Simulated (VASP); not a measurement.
# ZnCd2Se3 (I-4m2) in VASP: a series of runs, part 2 of 2

VASP 6.6.1.

### 4 Relaxation of cell and atoms, PBE

Contents of INCAR:

```
SYSTEM = ZnCd2Se3
ALGO = Normal ; EDIFF = 1E-6
EDIFFG = -0.04 ; ENCUT = 600
GGA = PE ; IBRION = 2
ISIF = 3 ; ISMEAR = 0
LASPH = .True. ; LCHARG = .False.
LREAL = .False. ; LWAVE = .False.
NELM = 80 ; NSW = 90
PREC = Accurate ; SIGMA = 0.1
```

Contents of KPOINTS:

```
k-points
0
Gamma
  6 6 6
  0 0 0
```

Contents of POSCAR:

```
ZnCd2Se3
1.0
   -2.0556942200      2.0556942200      8.7215719600
    2.0556942200     -2.0556942200      8.7215719600
    2.0556942200      2.0556942200     -8.7215719600
Zn Cd Se
1 2 3
Direct
    0.5000000000      0.5000000000      0.0000000000
    0.8333333300      0.8333333300      0.0000000000
    0.1666666700      0.1666666700      0.0000000000
    0.4166666700      0.9166666700      0.5000000000
    0.0833333300      0.5833333300      0.5000000000
    0.7500000000      0.2500000000      0.5000000000
```

Potentials or basis: VASP PAW PBE potentials, release 64 (Zn, Cd, Se).

Command:

```console
$ cat potpaw_PBE.64/Zn/POTCAR potpaw_PBE.64/Cd/POTCAR potpaw_PBE.64/Se/POTCAR > POTCAR
$ mpirun -np 1 vasp_std > vasp.out
```

OUTCAR:

```text
SYSTEM = ZnCd2Se3
   EDIFF = 1E-6
   EDIFFG = -0.04
   ENCUT = 600
   GGA = PE
   IBRION = 2
   ISIF = 3
   ISMEAR = 0
   LASPH = .True.
   LREAL = .False.
   NELM = 80
   NSW = 90
   PREC = Accurate

 ion  position               nearest neighbor table
   1  0.500  0.500  0.000-   5 2.52   4 2.52   5 2.52   4 2.52
   2  0.833  0.833  0.000-   6 2.52   6 2.52   4 2.52   4 2.52
   3  0.167  0.167  0.000-   6 2.52   6 2.52   5 2.52   5 2.52
   4  0.417  0.917  0.500-   1 2.52   1 2.52   2 2.52   2 2.52
   5  0.083  0.583  0.500-   1 2.52   1 2.52   3 2.52   3 2.52
   6  0.750  0.250  0.500-   2 2.52   3 2.52   2 2.52   3 2.52

  LATTYP: Found a body centered tetragonal cell.
 ALAT       =     4.1113884400
 C/A-ratio  =     4.2426406978

  Lattice vectors:

 A1 = (  -2.0556942200,   2.0556942200,   8.7215719600)
 A2 = (   2.0556942200,  -2.0556942200,   8.7215719600)
 A3 = (   2.0556942200,   2.0556942200,  -8.7215719600)

Analysis of symmetry for initial positions (statically):
=====================================================================
 Subroutine PRICEL returns:
 Original cell was already a primitive cell.

 Routine SETGRP: Setting up the symmetry group for a
[... 184 lines left out ...]
  --------------------------------------------------------------------------------------
  -------------------------------------------------------------------------------------
  Total        7.8715319      7.8715319      7.8022663      0.0000000      0.0000000      0.0000000
  in kB       85.5456745     85.5456745     84.7929141      0.0000000      0.0000000      0.0000000
  external PRESSURE =      85.2947544 kB  Pullay stress =       0.0000000 kB
[... 267 lines left out ...]
--------------------------------------- Ionic step        8  -------------------------------------------

 number of electron      53.9999996 magnetization

 Free energy of the ion-electron system (eV)
  ---------------------------------------------------
  ext. energy  EPLUGINS =         0.00000000
  ---------------------------------------------------
  free energy    TOTEN  =       -16.94844398 eV

  energy without entropy =      -16.94844391  energy(sigma->0) =      -16.94844395

 E-fermi :   1.1053     XC(G=0):  -8.8082

 val. band max:        0.7953660397   @ k =   0.0000   0.0000   0.0000
 cond. band min:       1.4041264019   @ k =   0.0000   0.0000   0.0000
 fundamental gap:      0.6087603622
 Fermi energy:         1.1053428800

 k-point     1 :       0.0000    0.0000    0.0000
  band No.  band energies     occupation
      1     -11.7937      2.00000
      2     -11.3340      2.00000
      3     -11.2379      2.00000
      4      -6.9774      2.00000
      5      -6.9774      2.00000
      6      -6.9554      2.00000
[... 829 lines left out ...]
     31       5.1421      0.00000
     32       5.7167      0.00000

 [... further k-points ...]

------------------------ aborting loop because EDIFF is reached ----------------------------------------

  FORCE on cell =-STRESS in cart. coord.  units (eV):
  Direction    XX          YY          ZZ          XY          YZ          ZX
  --------------------------------------------------------------------------------------
  -------------------------------------------------------------------------------------
  Total        0.1145018      0.1145018      0.1794594      0.0000000     -0.0000000      0.0000000
  in kB        1.1078322      1.1078322      1.7363134      0.0000000     -0.0000000      0.0000000
  external PRESSURE =       1.3173259 kB  Pullay stress =       0.0000000 kB
[... 21 lines left out ...]
  FREE ENERGIE OF THE ION-ELECTRON SYSTEM (eV)
  ---------------------------------------------------
  free  energy   TOTEN  =       -16.9484439810 eV

  energy  without entropy=      -16.9484439103  energy(sigma->0) =      -16.94844395

 reached required accuracy - stopping structural energy minimisation
```

OSZICAR:

```text
N       E                     dE             d eps       ncg     rms          rms(c)
DAV:   1     0.462435611080E+03    0.46244E+03   -0.27674E+04  1920   0.188E+03
DAV:   2     0.221643858733E+02   -0.44027E+03   -0.43042E+03  2016   0.440E+02
DAV:   3    -0.165211083563E+02   -0.38685E+02   -0.38485E+02  2288   0.128E+02
DAV:   4    -0.172815927551E+02   -0.76048E+00   -0.75975E+00  2152   0.175E+01
[... 77 lines left out ...]
DAV:   3    -0.169490829102E+02    0.28072E-02   -0.89408E-03  2232   0.700E-01    0.342E-01
DAV:   4    -0.169485381206E+02    0.54479E-03   -0.64541E-04  2280   0.174E-01    0.117E-01
DAV:   5    -0.169484404776E+02    0.97643E-04   -0.17574E-04  2344   0.114E-01    0.319E-02
DAV:   6    -0.169484436887E+02   -0.32110E-05   -0.41013E-05  2176   0.417E-02    0.877E-03
DAV:   7    -0.169484439810E+02   -0.29232E-06   -0.29844E-06  2120   0.122E-02
   8 F= -.16948444E+02 E0= -.16948444E+02  d E =-.213611E-02
```

CONTCAR:

```text
ZnCd2Se3
   1.00000000000000
    -2.1311739477376888    2.1311739477376888    9.1148801273950593
     2.1311739477376888   -2.1311739477376888    9.1148801273950593
     2.1311739477376888    2.1311739477376888   -9.1148801273950593
  Zn              Cd              Se
     1     2     3
Direct
     0.5000000000000000    0.5000000000000000    0.0000000000000000
     0.8383226033667885    0.8383226033667885    0.0000000000000000
     0.1616773966332114    0.1616773966332114    0.0000000000000000
     0.4268933762052206    0.9268933762052207    0.5000000000000000
     0.0731066237947793    0.5731066237947793    0.5000000000000000
     0.7500000000000000    0.2500000000000000    0.5000000000000000

  0.00000000E+00  0.00000000E+00  0.00000000E+00
  0.00000000E+00  0.00000000E+00  0.00000000E+00
  0.00000000E+00  0.00000000E+00  0.00000000E+00
  0.00000000E+00  0.00000000E+00  0.00000000E+00
  0.00000000E+00  0.00000000E+00  0.00000000E+00
  0.00000000E+00  0.00000000E+00  0.00000000E+00
```

Wall time 69 min (1 thread of Intel Xeon 8259CL, shared host); peak memory 1.1 GiB.

What came out:

```yaml
Free_energy: -16.9484 eV
Relaxed_volume: 27.60 Å³/atom
Relaxed_cell: a = 9.600 Å, b = 9.600 Å, c = 9.600 Å, α = 154.35°, β = 154.35°, γ = 36.59°
Space_group_after_relaxing_to_0.1_Å: I-4m2 (No. 119)
Energy_gained_by_relaxing: 115.4 meV/atom
Ionic_steps: 8
Pressure_after_relaxing: 0.1 GPa
Largest_force_after_relaxing: 0.019 eV/Å
Band_gap_on_the_k_mesh: 0.61 eV
```

Forces on the atoms (eV/Å):
```
Zn   0.000  0.000  0.000
Cd   0.000  0.000 -0.015
Cd   0.000  0.000  0.015
Se   0.000  0.000 -0.019
Se   0.000  0.000  0.019
Se   0.000  0.000  0.000
```

The path:
```
step  energy change (eV)  largest force (eV/Å)  pressure (GPa)  volume (Å³)
   1              0.0000                1.5454            8.53       147.43
   2             -0.5316                0.4063           -2.43       177.13
   3             -0.5874                0.6223           -0.47       169.00
   4             -0.6281                0.4499           -0.28       167.94
   5             -0.6779                0.3247            0.41       164.79
   6             -0.6901                0.1158           -0.17       166.64
   7             -0.6903                0.1151           -0.22       166.86
   8             -0.6924                0.0193            0.13       165.60
```

Final structure:
```xyz
6
Lattice="-2.1312 2.1312 9.1149 2.1312 -2.1312 9.1149 2.1312 2.1312 -9.1149" Properties=species:S:1:pos:R:3 pbc="T T T"
Zn    0.0000    0.0000    9.1149
Cd    0.0000    0.0000   15.2824
Cd    0.0000    0.0000    2.9473
Se    2.1312    0.0000    7.7822
Se    2.1312    0.0000    1.3327
Se    0.0000    2.1312    4.5574
```

Levels at points of the mesh, in eV from the valence-band top:
| k point | band 23 | band 24 | band 25 | band 26 | band 27 | band 28 | band 29 | band 30 | band 31 | band 32 |
| --- | --- | --- | --- | --- | --- | --- | --- | --- | --- | --- |
| (0.00, 0.00, 0.00) | -1.22 | -1.22 | -0.11 | 0.00 | 0.00 | 0.61 | 3.32 | 3.52 | 3.70 | 4.05 |
| (0.50, 0.00, 0.00) | -1.59 | -1.08 | -0.74 | -0.63 | -0.57 | 2.28 | 3.21 | 3.42 | 5.67 | 6.04 |
| (0.50, 0.50, 0.00) | -2.09 | -2.08 | -2.08 | -1.79 | -1.79 | 3.15 | 3.54 | 4.34 | 4.40 | 4.45 |
| (0.50, 0.50, 0.50) | -1.77 | -0.64 | -0.64 | -0.43 | -0.43 | 2.41 | 2.45 | 3.29 | 3.53 | 4.81 |

Caveat: semilocal functionals underestimate gaps, and a narrow one can read as zero. A k mesh can miss the band edges.

### 5 Overview

```csv
task,cell,cutoff (eV),gap on the mesh (eV),pressure (GPa),largest force (eV/Å)
single point,"a = 9.193 Å, angles 154.2, 154.2, 36.9°, 6 atoms, atomic positions A",520,0.91,8.6,1.55
single point,"a = 9.575 Å, angles 154.3, 154.3, 36.7°, 6 atoms, atomic positions B",520,0.62,0.2,0.01
relaxation of cell and atoms,"relaxed from a = 9.193 Å, angles 154.2, 154.2, 36.9°, 6 atoms, atomic positions A",600,0.61,0.1,0.02
```

Alike in all rows: level PBE; potentials or basis VASP PAW PBE potentials, release 64 (Zn, Cd, Se); no spin polarisation; k mesh 6 × 6 × 6; smearing gaussian 0.1 eV.

Caveats: semilocal functionals underestimate gaps, and a narrow one can read as zero (at least some runs); the cell stands under pressure (at least some runs); forces of over 1 eV/Å act on the atoms, so gaps and moduli don't describe the material at rest (at least some runs).

Total energies depend on the potentials used, so only differences within one code and one set of settings carry meaning.
